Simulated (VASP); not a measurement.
# AlNi in VASP: a series of runs

AlNi is run at these levels: PBEsol; tasks: single point.

Everything below comes from runs of VASP 6.6.1. Logs are shortened: lines on timing, memory, paths and dates and some standing lists are left out, and cuts for length are marked.

## Step 1: The cell of the first run

It takes space group P4/mmm (No. 123, tetragonal). Conventional cell: a = 2.991 Å, b = 2.991 Å, c = 2.785 Å, α = 90.00°, β = 90.00°, γ = 90.00°. Al (site symmetry 4/mmm) has 8 Ni at 2.53 Å and 6 Al at 2.79 to 2.99 Å within 3.3 Å. Within 3.3 Å of Ni (site symmetry 4/mmm) lie 8 Al at 2.53 Å and 6 Ni at 2.79 to 2.99 Å.

## Step 2: Single point, PBEsol (biaxial strain in the a-b plane: +4.5 %)

File INCAR:

```
PREC = Accurate
ENCUT = 520
EDIFF = 1E-7
ISMEAR = 0
SIGMA = 0.1
LREAL = F
LASPH = T
NELM = 80
ALGO = Fast
ISIF = 2
LWAVE = F
LCHARG = F
GGA = PS
NBANDS = 14
```

File KPOINTS:

```
Automatic mesh
0
Gamma
  18 18 18
```

File POSCAR:

```
AlNi
1.0
    2.9911569874      0.0000000000      0.0000000000
    0.0000000000      2.9911569874      0.0000000000
    0.0000000000      0.0000000000      2.7850677021
Al Ni
1 1
Direct
    0.5000000000      0.5000000000      0.5000000000
    0.0000000000      0.0000000000      0.0000000000
```

Potentials or basis: VASP PAW PBE potentials, release 64 (Al, Ni).

On the command line:

```
$ cat potpaw_PBE.64/Al/POTCAR potpaw_PBE.64/Ni/POTCAR > POTCAR
$ mpirun -np 1 vasp_std > vasp.out
```

OUTCAR:

```text
PREC = Accurate
   ENCUT = 520
   EDIFF = 1E-7
   ISMEAR = 0
   LREAL = F
   LASPH = T
   NELM = 80
   ISIF = 2
   GGA = PS

 ion  position               nearest neighbor table
   1  0.500  0.500  0.500-   2 2.53   2 2.53   2 2.53   2 2.53   2 2.53   2 2.53   2 2.53   2 2.53

   2  0.000  0.000  0.000-   1 2.53   1 2.53   1 2.53   1 2.53   1 2.53   1 2.53   1 2.53   1 2.53

  LATTYP: Found a simple tetragonal cell.
 ALAT       =     2.9911569874
 C/A-ratio  =     0.9311004785

  Lattice vectors:

 A1 = (   2.9911569874,   0.0000000000,   0.0000000000)
 A2 = (   0.0000000000,   2.9911569874,   0.0000000000)
 A3 = (   0.0000000000,   0.0000000000,   2.7850677021)

Analysis of symmetry for initial positions (statically):
=====================================================================
 Subroutine PRICEL returns:
 Original cell was already a primitive cell.

 Routine SETGRP: Setting up the symmetry group for a
 simple tetragonal supercell.

 Subroutine GETGRP returns: Found 16 space group operations
 (whereof 16 operations were pure point group operations)
 out of a pool of 16 trial point group operations.

The static configuration has the point symmetry D_4h.

Analysis of symmetry for dynamics (positions and initial velocities):
=====================================================================
 Subroutine PRICEL returns:
 Original cell was already a primitive cell.

 Routine SETGRP: Setting up the symmetry group for a
 simple tetragonal supercell.

 Subroutine GETGRP returns: Found 16 space group operations
 (whereof 16 operations were pure point group operations)
 out of a pool of 16 trial point group operations.

The dynamic configuration has the point symmetry D_4h.

 Subroutine INISYM returns: Found 16 space group operations
 (whereof 16 operations are pure point group operations),
 and found     1 'primitive' translations

----------------------------------------------------------------------------------------

                                     Primitive cell

  volume of cell :      24.9181

  direct lattice vectors                    reciprocal lattice vectors
     2.991156987  0.000000000  0.000000000     0.334318795  0.000000000  0.000000000
     0.000000000  2.991156987  0.000000000     0.000000000  0.334318795  0.000000000
     0.000000000  0.000000000  2.785067702     0.000000000  0.000000000  0.359057699

  length of vectors
     2.991156987  2.991156987  2.785067702     0.334318795  0.334318795  0.359057699

  position of ions in fractional coordinates (direct lattice)
     0.500000000  0.500000000  0.500000000
     0.000000000  0.000000000  0.000000000

  ion indices of the primitive-cell ions
   primitive index   ion index
                 1           1
                 2           2

----------------------------------------------------------------------------------------

 KPOINTS: Automatic mesh

Automatic generation of k-mesh.
 Grid dimensions read from file:
 generate k-points for:   18   18   18

 Generating k-lattice:

  Cartesian coordinates                     Fractional coordinates (reciprocal lattice)
     0.018573266  0.000000000  0.000000000     0.055555556  0.000000000  0.000000000
     0.000000000  0.018573266  0.000000000     0.000000000  0.055555556  0.000000000
     0.000000000  0.000000000  0.019947650     0.000000000  0.000000000  0.055555556

  Length of vectors
     0.018573266  0.018573266  0.019947650

  Shift w.r.t. Gamma in fractional coordinates (k-lattice)
     0.000000000  0.000000000  0.000000000

 Subroutine IBZKPT returns following result:
 ===========================================

 Found    550 irreducible k-points:

 Following reciprocal coordinates:
            Coordinates               Weight
  0.000000  0.000000  0.000000      1.000000
  0.055556  0.000000  0.000000      4.000000
  0.111111  0.000000  0.000000      4.000000
  0.166667  0.000000  0.000000      4.000000
  0.222222  0.000000  0.000000      4.000000
  0.277778  0.000000  0.000000      4.000000
[... 16 lines left out ...]
  0.277778  0.111111  0.000000      8.000000
  0.333333  0.111111  0.000000      8.000000
 [... further k-points ...]
   k-points           NKPTS =    550   k-points in BZ     NKDIM =    550   number of bands    NBANDS=     14
   number of dos      NEDOS =    301   number of ions     NIONS =      2
   total plane-waves  NPLWV =  13824
   dimension x,y,z NGX =    24 NGY =   24 NGZ =   24
   dimension x,y,z NGXF=    48 NGYF=   48 NGZF=   48
   ions per type =               1   1
   NGX,Y,Z   is equivalent  to a cutoff of  13.34, 13.34, 14.33 a.u.
   NGXF,Y,Z  is equivalent  to a cutoff of  26.68, 26.68, 28.65 a.u.
 SYSTEM =  unknown system
   PREC   = accura    normal or accurate (medium, high low for compatibility)
   ISTART =      0    job   : 0-new  1-cont  2-samecut
   ICHARG =      2    charge: 1-file 2-atom 10-const
   ISPIN  =      1    spin polarized calculation?
   LNONCOLLINEAR =      F non collinear calculations
   LSORBIT =      F    spin-orbit coupling
   LASPH  =      T    aspherical Exc in radial PAW
   ENCUT  =  520.0 eV  38.22 Ry    6.18 a.u.   5.56  5.56  5.18*2*pi/ulx,y,z
   NELM   =     80;   NELMIN=  2; NELMDL= -5     # of ELM steps
   EDIFF  = 0.1E-06   stopping-criterion for ELM
   LREAL  =      F    real-space projection
   EDIFFG = 0.1E-05   stopping-criterion for IOM
   NSW    =      0    number of steps for IOM
   IBRION =     -1    ionic relax: 0-MD 1-quasi-New 2-CG
   NFREE  =      0    steps in history (QN), initial steepest desc. (CG)
   ISIF   =      2    stress and relaxation
   ISYM   =      2    0-nonsym 1-usesym 2-fastsym
   POTIM  = 0.5000    time-step for ionic-motion
   TEBEG  =    0.0;   TEEND  =   0.0 temperature during run
   PSTRESS=    0.0 pullay stress
   NELECT =      13.0000    total number of electrons
   NUPDOWN=      -1.0000    fix difference up-down
   EMIN   =  10.00;   EMAX   =-10.00  energy-range for DOS
   EFERMI =   0.00;   METHOD = LEGACY
   ISMEAR =     0;   SIGMA  =   0.10  broadening in eV -4-tet -1-fermi 0-gaus
   EFERMI_NEDOS =   21; number of points for ismear=-14 and -15
   IALGO  =     68    algorithm
   IMIX   =      4    mixing-type and parameters
     AMIX     =   0.40;   BMIX     =  1.00
     AMIX_MAG =   1.60;   BMIX_MAG =  1.00
  volume/ion in A,a.u.               =      12.46        84.08
  Fermi-wavevector in a.u.,A,eV,Ry     =   1.317906  2.490482 23.631649  1.736877
  Thomas-Fermi vector in A             =   2.447914
   LORBIT       =      0    0 simple, 1 ext, 2 COOP (PROOUT), +10 PAW based schemes
   GGA     = PS    functional components
   LHFCALC =     F    Hartree Fock is set to
   AEXX    =    0.0000 exact exchange contribution
   IVDW    =     0    specifies the selected vdW correction
   LEPSILON=     F    determine dielectric tensor
   LRPA    =     F    only Hartree local field effects (RPA)
 non-spin polarized calculation
 RMM-DIIS sequential band-by-band and
 Gauss-broadening in eV      SIGMA  =   0.10
  energy-cutoff  :      520.00
  volume of cell :       24.92
 maximum number of plane-waves:       699
 NGX is ok and might be reduce to    24
   NGX = 11   NGY = 11   NGZ = 11

 number of electron      12.9999990 magnetization

 Free energy of the ion-electron system (eV)
  ---------------------------------------------------
  ext. energy  EPLUGINS =         0.00000000
  ---------------------------------------------------
  free energy    TOTEN  =       -11.52453258 eV

  energy without entropy =      -11.51984555  energy(sigma->0) =      -11.52218907

 E-fermi :   9.3671     XC(G=0): -11.9675

 val. band max:        9.3648591987   @ k =   0.1667   0.0556   0.3889
 cond. band min:       9.3679223533   @ k =   0.1111   0.1111   0.3889
 fundamental gap:      0.0030631546
 Fermi energy:         9.3670888673

 k-point     1 :       0.0000    0.0000    0.0000
  band No.  band energies     occupation
      1      -1.4726      2.00000
      2       6.2961      2.00000
      3       6.3220      2.00000
      4       7.7809      2.00000
      5       7.9821      2.00000
      6       7.9821      2.00000
      7      13.8841      0.00000
      8      13.8841      0.00000
      9      16.4263      0.00000
     10      17.0805      0.00000
     11      17.3940      0.00000
     12      22.6563      0.00000
     13      28.7373      0.00000
     14      30.4410      0.00000

 k-point     2 :       0.0556    0.0000    0.0000
  band No.  band energies     occupation
      1      -1.4199      2.00000
      2       6.2906      2.00000
      3       6.3293      2.00000
      4       7.7563      2.00000
      5       7.9657      2.00000
      6       7.9841      2.00000
      7      13.3495      0.00000
      8      13.9576      0.00000
      9      16.4911      0.00000
     10      17.2403      0.00000
     11      17.7807      0.00000
     12      22.7811      0.00000
     13      27.9870      0.00000
     14      29.8564      0.00000

 k-point     3 :       0.1111    0.0000    0.0000
  band No.  band energies     occupation
      1      -1.2622      2.00000
      2       6.2560      2.00000
      3       6.3594      2.00000
      4       7.6873      2.00000
      5       7.9189      2.00000
      6       7.9897      2.00000
      7      12.2867      0.00000
      8      14.1733      0.00000
      9      16.6829      0.00000
     10      17.2822      0.00000
     11      18.8085      0.00000
     12      23.1898      0.00000
     13      26.6978      0.00000
     14      28.6886      0.00000

 k-point     4 :       0.1667    0.0000    0.0000
  band No.  band energies     occupation
      1      -1.0007      2.00000
      2       6.1619      2.00000
      3       6.4094      2.00000
      4       7.5866      2.00000
      5       7.8490      2.00000
      6       7.9984      2.00000
      7      11.1727      0.00000
      8      14.5191      0.00000
      9      16.9949      0.00000
     10      17.3075      0.00000
     11      19.8350      0.00000
     12      23.9618      0.00000
     13      25.3714      0.00000
     14      27.4416      0.00000

 k-point     5 :       0.2222    0.0000    0.0000
  band No.  band energies     occupation
      1      -0.6378      2.00000
      2       5.9544      2.00000
      3       6.4720      2.00000
      4       7.4704      2.00000
      5       7.7662      2.00000
      6       8.0090      2.00000
      7      10.1880      0.00000
      8      14.9796      0.00000
      9      17.3354      0.00000
     10      17.4177      0.00000
     11      20.6600      0.00000
[... 276 lines left out ...]
 k-point    22 :       0.2222    0.1111    0.0000
  band No.  band energies     occupation
      1      -0.4335      2.00000
      2       6.0300      2.00000
      3       6.4490      2.00000
      4       7.3470      2.00000
      5       7.7751      2.00000
      6       7.9504      2.00000
      7      10.3721      0.00000
      8      13.2390      0.00000
      9      17.6631      0.00000
     10      18.6810      0.00000
     11      21.2160      0.00000
     12      22.4152      0.00000
     13      25.4682      0.00000
     14      26.3343      0.00000

 k-point    23 :       0.2778    0.1111    0.0000
  band No.  band energies     occupation
      1       0.0238      2.00000
      2       5.6582      2.00000
      3       6.5253      2.00000
      4       7.2459      2.00000
      5       7.6915      2.00000
      6       7.9624      2.00000
      7       9.5856      0.00200
      8      13.6989      0.00000
      9      18.1810      0.00000
     10      18.5870      0.00000
     11      21.3707      0.00000
     12      22.0763      0.00000
     13      25.1605      0.00000
     14      26.8152      0.00000

 k-point    24 :       0.3333    0.1111    0.0000
  band No.  band energies     occupation
      1       0.5730      2.00000
      2       5.0796      2.00000
      3       6.6011      2.00000
      4       7.1680      2.00000
      5       7.6154      2.00000
      6       7.9739      2.00000
      7       9.0588      1.99999
      8      14.2294      0.00000
      9      18.2951      0.00000
     10      18.7896      0.00000
     11      20.7476      0.00000
     12      22.7024      0.00000
     13      24.0456      0.00000
     14      26.8421      0.00000

 [... further k-points ...]
[... 5 lines left out ...]
  --------------------------------------------------------------------------------------
  -------------------------------------------------------------------------------------
  Total       -1.6843812     -1.6843812     -0.7420452      0.0000000      0.0000000      0.0000000
  in kB     -108.3020805   -108.3020805    -47.7119059      0.0000000      0.0000000      0.0000000
  external PRESSURE =     -88.1053556 kB  Pullay stress =       0.0000000 kB

 VOLUME and BASIS-vectors are now :
 -----------------------------------------------------------------------------
  energy-cutoff  :      520.00
  volume of cell :       24.92
      direct lattice vectors                 reciprocal lattice vectors
     2.991156987  0.000000000  0.000000000     0.334318795  0.000000000  0.000000000
     0.000000000  2.991156987  0.000000000     0.000000000  0.334318795  0.000000000
     0.000000000  0.000000000  2.785067702     0.000000000  0.000000000  0.359057699

 POSITION                                       TOTAL-FORCE (eV/Angst)
 -----------------------------------------------------------------------------------
      1.49558      1.49558      1.39253         0.000000      0.000000      0.000000
      0.00000      0.00000      0.00000         0.000000      0.000000      0.000000
 -----------------------------------------------------------------------------------
    total drift:                                0.000000      0.000000      0.000000

  FREE ENERGIE OF THE ION-ELECTRON SYSTEM (eV)
  ---------------------------------------------------
  free  energy   TOTEN  =       -11.5245325832 eV

  energy  without entropy=      -11.5198455500  energy(sigma->0) =      -11.52218907
```

Wall time 2.1 min (1 thread of Intel Xeon Platinum 8375C at 2.90GHz (Ice Lake), shared host); peak memory 0.3 GiB.

Results:

```
Free energy : -11.5245 eV
Pressure    : -8.8 GPa
```

Caveat: the cell differs from its parent crystal (biaxial strain in the a-b plane: +4.5 %); the PAW data sets were made with another functional, which shifts forces and pressure a little.

(Continued in part 2 of 3.)
